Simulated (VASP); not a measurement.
# Re (P6/mmm) in VASP: further runs

The runs below take Re through single point, with PBEsol.

All numbers are computed with VASP 6.6.1; they aren't measurements. Logs are shortened: lines on timing, memory, paths and dates and some standing lists are left out, and cuts for length are marked.

## Step 1: The cell of the first run

Symmetry: P6/mmm, No. 191, hexagonal system. Conventional cell: a = 2.650 Å, b = 2.650 Å, c = 2.476 Å, α = 90.00°, β = 90.00°, γ = 120.00°. Within 3.3 Å of Re (site symmetry 6/mmm) lie 8 Re at 2.48 to 2.65 Å.

## Step 2: Single point, PBEsol

Contents of INCAR:

```
PREC = Accurate
ENCUT = 520
EDIFF = 1E-7
ISMEAR = 0
SIGMA = 0.1
LREAL = F
LASPH = T
NELM = 100
ALGO = Normal
ISIF = 2
LWAVE = F
LCHARG = F
GGA = PS
NBANDS = 10
```

Contents of KPOINTS:

```
regular mesh
0
Gamma
  9 9 8
```

Contents of POSCAR:

```
Re
1.0
    2.6496832329      0.0000000000      0.0000000000
   -1.3248416165      2.2946929917      0.0000000000
    0.0000000000      0.0000000000      2.4757977708
Re
1
Direct
    0.0000000000      0.0000000000      0.0000000000
```

Potentials or basis: VASP PAW PBE potentials, release 64 (Re).

On the command line:

```sh
> cat potpaw_PBE.64/Re/POTCAR > POTCAR
> mpirun -np 1 vasp_std > vasp.out
```

OUTCAR:

```text
PREC = Accurate
   ENCUT = 520
   EDIFF = 1E-7
   ISMEAR = 0
   LREAL = F
   LASPH = T
   NELM = 100
   ISIF = 2
   GGA = PS

 ion  position               nearest neighbor table
   1  0.000  0.000  0.000-

  LATTYP: Found a hexagonal cell.
 ALAT       =     2.6496832329
 C/A-ratio  =     0.9343750000

  Lattice vectors:

 A1 = (   2.6496832329,   0.0000000000,   0.0000000000)
 A2 = (  -1.3248416165,   2.2946929917,   0.0000000000)
 A3 = (   0.0000000000,   0.0000000000,   2.4757977708)

Analysis of symmetry for initial positions (statically):
=====================================================================
 Subroutine PRICEL returns:
 Original cell was already a primitive cell.

 Routine SETGRP: Setting up the symmetry group for a
 hexagonal supercell.

 Subroutine GETGRP returns: Found 24 space group operations
 (whereof 24 operations were pure point group operations)
 out of a pool of 24 trial point group operations.

The static configuration has the point symmetry D_6h.

Analysis of symmetry for dynamics (positions and initial velocities):
=====================================================================
 Subroutine PRICEL returns:
 Original cell was already a primitive cell.

 Routine SETGRP: Setting up the symmetry group for a
 hexagonal supercell.

 Subroutine GETGRP returns: Found 24 space group operations
 (whereof 24 operations were pure point group operations)
 out of a pool of 24 trial point group operations.

The dynamic configuration has the point symmetry D_6h.

 Subroutine INISYM returns: Found 24 space group operations
 (whereof 24 operations are pure point group operations),
 and found     1 'primitive' translations

----------------------------------------------------------------------------------------

                                     Primitive cell

  volume of cell :      15.0534

  direct lattice vectors                    reciprocal lattice vectors
     2.649683233  0.000000000  0.000000000     0.377403603  0.217894072  0.000000000
    -1.324841617  2.294692992  0.000000000     0.000000000  0.435788144  0.000000000
     0.000000000  0.000000000  2.475797771     0.000000000  0.000000000  0.403910211

  length of vectors
     2.649683233  2.649683233  2.475797771     0.435788144  0.435788144  0.403910211

[... 75 lines left out ...]
   LASPH  =      T    aspherical Exc in radial PAW
   ENCUT  =  520.0 eV  38.22 Ry    6.18 a.u.   4.93  4.93  4.60*2*pi/ulx,y,z
   NELM   =    100;   NELMIN=  2; NELMDL= -5     # of ELM steps
   EDIFF  = 0.1E-06   stopping-criterion for ELM
   LREAL  =      F    real-space projection
   EDIFFG = 0.1E-05   stopping-criterion for IOM
   NSW    =      0    number of steps for IOM
   IBRION =     -1    ionic relax: 0-MD 1-quasi-New 2-CG
   NFREE  =      0    steps in history (QN), initial steepest desc. (CG)
   ISIF   =      2    stress and relaxation
   ISYM   =      2    0-nonsym 1-usesym 2-fastsym
   POTIM  = 0.5000    time-step for ionic-motion
   TEBEG  =    0.0;   TEEND  =   0.0 temperature during run
   PSTRESS=    0.0 pullay stress
   NELECT =       7.0000    total number of electrons
   NUPDOWN=      -1.0000    fix difference up-down
   EMIN   =  10.00;   EMAX   =-10.00  energy-range for DOS
   EFERMI =   0.00;   METHOD = LEGACY
   ISMEAR =     0;   SIGMA  =   0.10  broadening in eV -4-tet -1-fermi 0-gaus
   EFERMI_NEDOS =   21; number of points for ismear=-14 and -15
   IALGO  =     38    algorithm
   IMIX   =      4    mixing-type and parameters
     AMIX     =   0.40;   BMIX     =  1.00
     AMIX_MAG =   1.60;   BMIX_MAG =  1.00
  volume/ion in A,a.u.               =      15.05       101.59
  Fermi-wavevector in a.u.,A,eV,Ry     =   1.268322  2.396781 21.886894  1.608641
  Thomas-Fermi vector in A             =   2.401423
   LORBIT       =      0    0 simple, 1 ext, 2 COOP (PROOUT), +10 PAW based schemes
   GGA     = PS    functional components
   LHFCALC =     F    Hartree Fock is set to
   AEXX    =    0.0000 exact exchange contribution
   IVDW    =     0    specifies the selected vdW correction
   LEPSILON=     F    determine dielectric tensor
   LRPA    =     F    only Hartree local field effects (RPA)
 non-spin polarized calculation
 Gauss-broadening in eV      SIGMA  =   0.10
  energy-cutoff  :      520.00
  volume of cell :       15.05
 maximum number of plane-waves:       435
 NGX is ok and might be reduce to    20
   NGX =  9   NGY =  9   NGZ =  9

 number of electron       7.0000000 magnetization

 Free energy of the ion-electron system (eV)
  ---------------------------------------------------
  ext. energy  EPLUGINS =         0.00000000
  ---------------------------------------------------
  free energy    TOTEN  =       -12.18836345 eV

  energy without entropy =      -12.18080915  energy(sigma->0) =      -12.18458630

 E-fermi :   8.0375     XC(G=0): -13.5989

 val. band max:        7.9903841689   @ k =   0.3333   0.2222   0.2500
 cond. band min:       8.0392565430   @ k =   0.3333   0.2222   0.3750
 fundamental gap:      0.0488723741
 Fermi energy:         8.0375077810

 k-point     1 :       0.0000    0.0000    0.0000
  band No.  band energies     occupation
      1      -2.1903      2.00000
      2       2.0013      2.00000
      3       5.9323      2.00000
      4       5.9323      2.00000
      5      12.2279      0.00000
      6      12.2279      0.00000
      7      21.7940      0.00000
      8      24.1808      0.00000
      9      29.9514      0.00000
     10      29.9516      0.00000
[... 287 lines left out ...]
 k-point    24 :       0.3333    0.3333    0.1250
  band No.  band energies     occupation
      1       4.2959      2.00000
      2       4.4479      2.00000
      3       4.4479      2.00000
      4       8.3209      0.00006
      5       8.3209      0.00006
      6      14.9583      0.00000
      7      18.0159      0.00000
      8      18.0159      0.00000
      9      30.6053      0.00000
     10      30.6053      0.00000

 [... further k-points ...]
[... 5 lines left out ...]
  --------------------------------------------------------------------------------------
  -------------------------------------------------------------------------------------
  Total        2.8160046      2.8160046     -0.2896025     -0.0000000     -0.0000000      0.0000000
  in kB      299.7162019    299.7162019    -30.8232979     -0.0000000     -0.0000000      0.0000000
  external PRESSURE =     189.5363687 kB  Pullay stress =       0.0000000 kB

 VOLUME and BASIS-vectors are now :
 -----------------------------------------------------------------------------
  energy-cutoff  :      520.00
  volume of cell :       15.05
      direct lattice vectors                 reciprocal lattice vectors
     2.649683233  0.000000000  0.000000000     0.377403603  0.217894072  0.000000000
    -1.324841617  2.294692992  0.000000000     0.000000000  0.435788144  0.000000000
     0.000000000  0.000000000  2.475797771     0.000000000  0.000000000  0.403910211

 POSITION                                       TOTAL-FORCE (eV/Angst)
 -----------------------------------------------------------------------------------
      0.00000      0.00000      0.00000         0.000000      0.000000      0.000000
 -----------------------------------------------------------------------------------
    total drift:                               -0.000000      0.000000      0.000000

  FREE ENERGIE OF THE ION-ELECTRON SYSTEM (eV)
  ---------------------------------------------------
  free  energy   TOTEN  =       -12.1883634490 eV

  energy  without entropy=      -12.1808091476  energy(sigma->0) =      -12.18458630
```

OSZICAR:

```text
N       E                     dE             d eps       ncg     rms          rms(c)
DAV:   1     0.637268976314E+01    0.63727E+01   -0.34319E+03  1884   0.761E+02
DAV:   2    -0.123766676995E+02   -0.18749E+02   -0.17689E+02  1844   0.161E+02
DAV:   3    -0.127101456557E+02   -0.33348E+00   -0.32973E+00  2014   0.336E+01
DAV:   4    -0.127117269397E+02   -0.15813E-02   -0.15795E-02  1970   0.115E+00
DAV:   5    -0.127117305062E+02   -0.35665E-05   -0.35654E-05  1766   0.294E-02    0.309E+01
DAV:   6    -0.123311066401E+02    0.38062E+00   -0.31068E-01  1914   0.128E+01    0.145E+01
DAV:   7    -0.121926275376E+02    0.13848E+00   -0.26244E-01  1914   0.113E+01    0.320E-01
DAV:   8    -0.121886229441E+02    0.40046E-02   -0.22600E-03  1578   0.673E-01    0.172E-01
DAV:   9    -0.121883570951E+02    0.26585E-03   -0.19902E-04  1598   0.165E-01    0.308E-02
DAV:  10    -0.121883635117E+02   -0.64166E-05   -0.16300E-05  1864   0.390E-02    0.335E-03
DAV:  11    -0.121883634490E+02    0.62728E-07   -0.14976E-07  1366   0.468E-03
   1 F= -.12188363E+02 E0= -.12184586E+02  d E =-.755430E-02
```

Wall time 5.9 s (1 thread of Intel Xeon Platinum 8559C (Emerald Rapids), shared host); peak memory 0.13 GiB.

Results:

| Property | Result |
| --- | --- |
| Free energy | -12.1884 eV |
| Pressure | 19.0 GPa |

Caveat: the PAW data sets were made with another functional, which shifts forces and pressure a little; spin-orbit coupling is left out, which moves the levels of the heavy elements.

## Step 3: Single point, PBEsol

Contents of INCAR:

```
SYSTEM = Re
PREC = Accurate
ENCUT = 500
EDIFF = 1E-6
ISMEAR = 0
SIGMA = 0.1
LREAL = .FALSE.
LASPH = .TRUE.
NELM = 120
ALGO = Normal
ISIF = 2
LWAVE = .FALSE.
LCHARG = .FALSE.
GGA = PS
NBANDS = 14
GGA_COMPAT = .FALSE.
```

Contents of KPOINTS:

```
regular mesh
0
G
  9 9 8
  0 0 0
```

POSCAR is that of step 2.

Potentials or basis: VASP PAW PBE potentials, release 64 (Re_sv_GW).

On the command line:

```sh
> cat potpaw_PBE.64/Re_sv_GW/POTCAR > POTCAR
> mpirun -np 1 vasp_std > vasp.out
```

Wall time 8.9 s (1 thread of Intel Xeon Platinum 8375C at 2.90GHz (Ice Lake), shared host); peak memory 0.13 GiB.

It converged, with:

```yaml
Free_energy: -13.8459 eV
Pressure: 16.5 GPa
```

Stress tensor (GPa, compression positive):
```
26.79  0.00  0.00
 0.00 26.79  0.00
 0.00  0.00 -3.94
```

Levels at points of the mesh, in eV from the Fermi level:
```tsv
k point	band 4	band 5	band 6	band 7	band 8	band 9	band 10	band 11
(0.00, 0.00, 0.00)	-41.34	-10.20	-6.01	-2.09	-2.09	4.21	4.21	12.95
(0.00, 0.00, 0.50)	-41.31	-6.56	-1.25	-1.12	-1.12	0.04	0.04	10.10
```

Caveat: the PAW data sets were made with another functional, which shifts forces and pressure a little; spin-orbit coupling is left out, which moves the levels of the heavy elements.
